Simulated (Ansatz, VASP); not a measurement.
**WBr4F2 in VASP and in Ansatz**

```
W Br F
1.0
    -3.83785    3.83785    3.99708
     3.83785   -3.83785    3.99708
     3.83785    3.83785   -3.99708
W Br F
1 4 2
Direct
  0.00000 0.00000 0.00000
  0.22680 0.77320 0.00000
  0.77320 0.22680 0.00000
  0.77320 0.77320 0.54639
  0.22680 0.22680 0.45361
  0.76590 0.76590 0.00000
  0.23410 0.23410 0.00000
```

Alike in both runs: functional PBE; k mesh 3 × 3 × 3; occupations gaussian, width 0.15 eV; no spin polarisation.

Ansatz relaxed the structure, and its values are those at the end. VASP's run is a single point on that final structure, the one shown.

|  | VASP | Ansatz |
| --- | --- | --- |
| version | VASP 6.6.1 | Ansatz 0.2.0 |
| potentials or method | VASP PAW PBE potentials, release 64 (W_sv, Br, F), cutoff 520 eV | scalar-relativistic, plane waves, PAW |
| valence electrons in the cell | 56 | 56 |

```tsv
	VASP	Ansatz	Ansatz less VASP
gap on the k mesh at the Fermi level (eV)	0.83	0.83	+0.004
least direct gap on the mesh (eV)	0.91	0.91	+0.004
pressure (GPa)	0.5	0.3	-0.27
rms of the force components (eV/Å)	0.127	0.014	-0.1127
```

Spin-orbit coupling is off throughout.
